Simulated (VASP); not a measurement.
A run of VASP 6.6.1 is set up as follows.

INCAR

```
PREC = Accurate
ENCUT = 520
EDIFF = 1E-6
ISMEAR = 0
SIGMA = 0.1
LREAL = False
LASPH = True
NELM = 80
ALGO = Normal
ISIF = 2
LWAVE = False
LCHARG = True
GGA = PS
LELF = True
LVHAR = True
NBANDS = 22
```

Contents of KPOINTS:

```
Automatic mesh
0
Gamma
  18 16 12
```

The input POSCAR:

```
SiNi
1.0
    3.1295539941      0.0000000000      0.0000000000
    0.0000000000      3.3801542946      0.0000000000
    0.0000000000      0.0000000000      4.5696220313
Si Ni
2 2
Direct
    0.5000000000      0.5000000000      0.8426991992
    0.0000000000      0.0000000000      0.1573008008
    0.5000000000      0.5000000000      0.3448856859
    0.0000000000      0.0000000000      0.6551143141
```

Potentials or basis: VASP PAW PBE potentials, release 64 (Si, Ni).

Launch:

```bash
$ cat potpaw_PBE.64/Si/POTCAR potpaw_PBE.64/Ni/POTCAR > POTCAR
$ mpirun -np 1 vasp_std > vasp.out
```

(1) Predict the band gap on the k mesh.

(2) What does it give for the largest force?

(3) Predict the pressure.

Answers

(1) zero (bands 14 and 15 overlap by 2.52 eV).

(2) 0.003 eV/Å.

(3) -8.1 GPa.

Caveat: the cell differs from its parent crystal (biaxial strain in the a-b plane: +4.5 %, then relaxed in part); the cell stands under tension; the PAW data sets were made with another functional, which shifts forces and pressure a little.
